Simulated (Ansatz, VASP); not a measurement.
## YN in VASP and in Ansatz

```
CELL_PARAMETERS angstrom
0.00000 2.43539 2.43539
2.43539 0.00000 2.43539
2.43539 2.43539 0.00000
ATOMIC_POSITIONS crystal
Y 0.00000 0.00000 0.00000
N 0.50000 0.50000 0.50000
```

Alike in both runs: functional PBE; dispersion D3(BJ); k mesh 6 × 6 × 6; no spin polarisation.

Ansatz relaxed the structure, and its values are those at the end. VASP's run is a single point on that final structure, the one shown.

|  | VASP | Ansatz |
| --- | --- | --- |
| version | VASP 6.6.1 | Ansatz 0.2.0 |
| potentials or method | VASP PAW PBE potentials, release 64 (Y_sv, N) | plane waves, PAW |
| plane-wave cutoff (eV) | 600 | 420 |
| occupations | gaussian, width 0.01 eV | fixed |
| valence electrons in the cell | 16 | 16 |

|  | VASP | Ansatz | Ansatz less VASP |
| --- | --- | --- | --- |
| pressure (GPa) | -0.3 | 0.0 | +0.27 |
